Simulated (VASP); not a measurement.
Set up this calculation in VASP 6.6.1, as the native input.

- Task: relaxation of cell and atoms
- Functional: LDA
- Potentials or basis: VASP PAW LDA potentials, release 64 (La, H)
- Cutoff: 600 eV
- k mesh: 12 × 12 × 12
- Occupations: fermi-dirac, width 0.05 eV
- Spin: no spin polarisation
- Dipole correction: no
- Further INCAR settings: ALGO = Normal; EDIFF = 1e-06; IBRION = 2; EDIFFG = -0.002; NSW = 100; ISIF = 3

The structure of LaH3 lies in POSCAR:

```
LaH3
1.0
    0.0000000000      2.7864794500      2.7864794500
    2.7864794500      0.0000000000      2.7864794500
    2.7864794500      2.7864794500      0.0000000000
La H
1 3
Direct
    0.0000000000      0.0000000000      0.0000000000
    0.5000000000      0.5000000000      0.5000000000
    0.7500000000      0.7500000000      0.7500000000
    0.2500000000      0.2500000000      0.2500000000
```

These files were run (other wordings do the same):

INCAR

```
PREC = Accurate ; ENCUT = 600
EDIFF = 1E-6 ; ISMEAR = -1
SIGMA = 0.05 ; LREAL = F
LASPH = T ; NELM = 60
ALGO = Normal ; ISIF = 3
LWAVE = F ; LCHARG = F
GGA = CA ; IBRION = 2
NSW = 100 ; EDIFFG = -0.002
```

KPOINTS

```
regular mesh
0
Gamma
  12 12 12
```

Potentials or basis: VASP PAW LDA potentials, release 64 (La, H).

Command:

```sh
$ cat potpaw_LDA.64/La/POTCAR potpaw_LDA.64/H/POTCAR > POTCAR
$ mpirun -np 1 vasp_std > vasp.out
```

Results of the run:

| Quantity | Value |
| --- | --- |
| Relaxed volume | 10.20 Å³/atom |
| Relaxed cell | a = 3.865 Å, b = 3.865 Å, c = 3.865 Å, α = 60.00°, β = 60.00°, γ = 60.00° |
| Space group after relaxing (to 0.1 Å) | Fm-3m (No. 225) |
| Energy gained by relaxing | 9.5 meV/atom |
| Ionic steps | 19 |
| Pressure after relaxing | 0.0 GPa |
| Band gap on the k mesh | zero (bands 7 and 8 overlap by 0.19 eV) |

Caveat: spin-orbit coupling is left out, which moves the levels of the heavy elements.

Run time: 3.7 min on 1 thread of Oxide Virtual Turin-like Processor (shared host), peak memory 0.18 GiB.
